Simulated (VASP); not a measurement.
Write the native input for VASP 6.6.1 that does the following.

```
Task                   : single point
Functional             : PBE
Potentials or basis    : VASP PAW PBE potentials, release 64 (Mg, O)
Cutoff                 : 520 eV
k mesh                 : 12 × 12 × 8
Occupations            : gaussian, width 0.05 eV
Spin                   : no spin polarisation
Dipole correction      : no
Further INCAR settings : ALGO = Normal; EDIFF = 1e-06; NBANDS = 11
```

The structure of MgO lies in POSCAR:

```
MgO
1.0
    2.9377244759      0.0000000000      0.0000000000
   -1.4688622380      2.5441440255      0.0000000000
    0.0000000000      0.0000000000      2.6797873418
Mg O
1 1
Direct
   -0.0231321473     -0.0115660737     -0.0173491105
    0.3333333333      0.6666666667      0.5000000000
```

This cell differs from its parent crystal: all Mg atoms moved +0.075 Å, as atom 1 towards its neighbour atom 2 (O) at 2.161 Å.

These files were run (other wordings do the same):

INCAR

```
SYSTEM = MgO
PREC = Accurate
ENCUT = 520
EDIFF = 1E-6
ISMEAR = 0
SIGMA = 0.05
LREAL = .FALSE.
LASPH = .TRUE.
NELM = 100
ALGO = Normal
ISIF = 2
LWAVE = .FALSE.
LCHARG = .TRUE.
GGA = PE
LELF = .TRUE.
LVHAR = .TRUE.
NBANDS = 11
```

KPOINTS

```
Automatic mesh
0
G
  12 12 8
  0 0 0
```

Potentials or basis: VASP PAW PBE potentials, release 64 (Mg, O).

Launch:

```bash
$ cat potpaw_PBE.64/Mg/POTCAR potpaw_PBE.64/O/POTCAR > POTCAR
$ mpirun -np 1 vasp_std > vasp.out
```

Results of the run:

| Property | Result |
| --- | --- |
| Pressure | -0.2 GPa |
| Largest force | 0.286 eV/Å |
| Band gap on the k mesh | 3.00 eV, indirect (least direct gap 3.40 eV) |

Caveat: the cell differs from its parent crystal (all Mg atoms moved +0.075 Å, as atom 1 towards its neighbour atom 2 (O) at 2.161 Å).

It took 17 s on 1 thread of Intel(R) Xeon(R) 6975P-C (Granite Rapids), with other jobs on the host, peak memory 0.19 GiB.
